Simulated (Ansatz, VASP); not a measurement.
## Al: VASP beside Ansatz

The input INCAR:

```
  ALGO = Normal
  EDIFF = 1E-7
  ENCUT = 520
  GGA = PS
  ISIF = 2
  ISMEAR = 0
  LASPH = T
  LCHARG = F
  LREAL = F
  LWAVE = F
  NBANDS = 10
  NELM = 80
  PREC = Accurate
  SIGMA = 0.15
```

The input KPOINTS:

```
k-points
0
Gamma
  18 18 10
```

Contents of POSCAR:

```
Al
1.0
    2.9295000000      0.0000000000      0.0000000000
   -1.4647500000      2.5370214204      0.0000000000
    0.0000000000      0.0000000000      4.7867000000
Al
2
Direct
    0.6666666667      0.3333333333      0.7500000000
    0.3333333333      0.6666666667      0.2500000000
```

Input for Ansatz:

```yaml
crystal:
  lattice:
    - [2.9295, 0.0, 0.0]
    - [-1.46475, 2.5370214204, 0.0]
    - [0.0, 0.0, 4.7867]
  atoms:
    - { symbol: Al, position: [0.6666666667, 0.3333333333, 0.75] }
    - { symbol: Al, position: [0.3333333333, 0.6666666667, 0.25] }
basis:
  ecutwfc: 420
kpoints:
  mp_grid: { grid: [18, 18, 10] }
hamiltonian:
  xc: pbesol
  pseudopotentials: { kind: paw, azcp: { folder: soft_1 } }
scf:
  occupations: { method: gaussian, width: 0.15 }
output:
  forces: true
  stress: true
  eigenvalues: true
```

Alike in both runs: task single point; functional PBEsol; k mesh 18 × 18 × 10; occupations gaussian, width 0.15 eV; no spin polarisation.

|  | VASP | Ansatz |
| --- | --- | --- |
| version | VASP 6.6.1 | Ansatz 0.2.0 |
| potentials or method | VASP PAW PBE potentials, release 64 (Al), cutoff 520 eV | scalar-relativistic, plane waves, PAW |
| valence electrons in the cell | 6 | 6 |

```tsv
	VASP	Ansatz	Ansatz less VASP
gap on the k mesh at the Fermi level (eV)	none	none	-
pressure (GPa)	-5.6	-5.6	-0.05
```

VASP's potentials were made for PBE, not for PBEsol, and Ansatz warns of the same on its side. A gap of «none» marks a metal or a gap that the smearing closes.
